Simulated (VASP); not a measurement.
A run of VASP 6.6.1 is set up as follows.

INCAR

```
SYSTEM = Ir
PREC = Accurate ; ENCUT = 400
EDIFF = 1E-6 ; ISMEAR = 0
SIGMA = 0.1 ; LREAL = .FALSE.
LASPH = .TRUE. ; NELM = 200
ALGO = Normal ; ISIF = 2
LWAVE = .FALSE. ; LCHARG = .FALSE.
ISPIN = 2 ; MAGMOM = 1
LORBIT = 11 ; LMAXMIX = 4
LDIPOL = .TRUE. ; IDIPOL = 3
DIPOL = 0.5 0.5 0.294 ; GGA = PE
NBANDS = 14 ; GGA_COMPAT = .FALSE.
NELMDL = -8
```

Contents of KPOINTS:

```
regular mesh
0
G
  8 8 1
  0 0 0
```

The input POSCAR:

```
Ir
1.0
    2.4525286991      0.0000000000      0.0000000000
    0.0000000000      2.4525286991      0.0000000000
    0.0000000000      0.0000000000     23.8000000000
Ir
1
Direct
    0.0000000000      0.0000000000      0.2941176471
```

Potentials or basis: VASP PAW PBE potentials, release 64 (Ir).

Command:

```bash
$ cat potpaw_PBE.64/Ir/POTCAR > POTCAR
$ mpirun -np 1 vasp_std > vasp.out
```

**Question.** What does it give for the net moment?

**Answer.** 0.42 μB per cell.

**Question.** What does it give for the site moments?

**Answer.** Ir +0.40 μB.
